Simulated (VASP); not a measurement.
Write the native input for VASP 6.6.1 that does the following.

```
Task                   : single point
Functional             : PBE
Potentials or basis    : VASP PAW PBE potentials, release 64 (B, P)
Cutoff                 : 520 eV
k mesh                 : 6 × 6 × 4
Occupations            : gaussian, width 0.1 eV
Spin                   : no spin polarisation
Dipole correction      : no
Further INCAR settings : ALGO = Normal; EDIFF = 1e-06; NBANDS = 21
```

The structure of BP lies in POSCAR:

```
BP
1.0
    3.2782772903      0.0000000000      0.0000000000
   -1.6391386452      2.8390714141      0.0000000000
    0.0000000000      0.0000000000      6.9941641699
B P
3 3
Direct
    0.0000000000      0.5000000000      0.1666666667
    0.5000000000      0.5000000000      0.8333333333
    0.5000000000      0.0000000000      0.5000000000
    0.5000000000      0.5000000000      0.3333333333
    0.5000000000      0.0000000000      0.0000000000
    0.0000000000      0.5000000000      0.6666666667
```

One way to write it, as run:

INCAR

```
SYSTEM = BP
  PREC = Accurate
  ENCUT = 520
  EDIFF = 1E-6
  ISMEAR = 0
  SIGMA = 0.1
  LREAL = .False.
  LASPH = .True.
  NELM = 60
  ALGO = Normal
  ISIF = 2
  LWAVE = .False.
  LCHARG = .False.
  GGA = PE
  NBANDS = 21
```

KPOINTS

```
regular mesh
0
Gamma
  6 6 4
  0 0 0
```

Potentials or basis: VASP PAW PBE potentials, release 64 (B, P).

Launch:

```sh
$ cat potpaw_PBE.64/B/POTCAR potpaw_PBE.64/P/POTCAR > POTCAR
$ mpirun -np 1 vasp_std > vasp.out
```

Results of the run:

* Pressure: -0.2 GPa

Caveat: the k points lie up to 0.37 Å⁻¹ apart.

Wall time 18 s on 1 thread of Intel(R) Xeon(R) Platinum 8175M CPU @ 2.50GHz (Skylake/Cascade Lake) (shared host), peak memory 0.18 GiB.
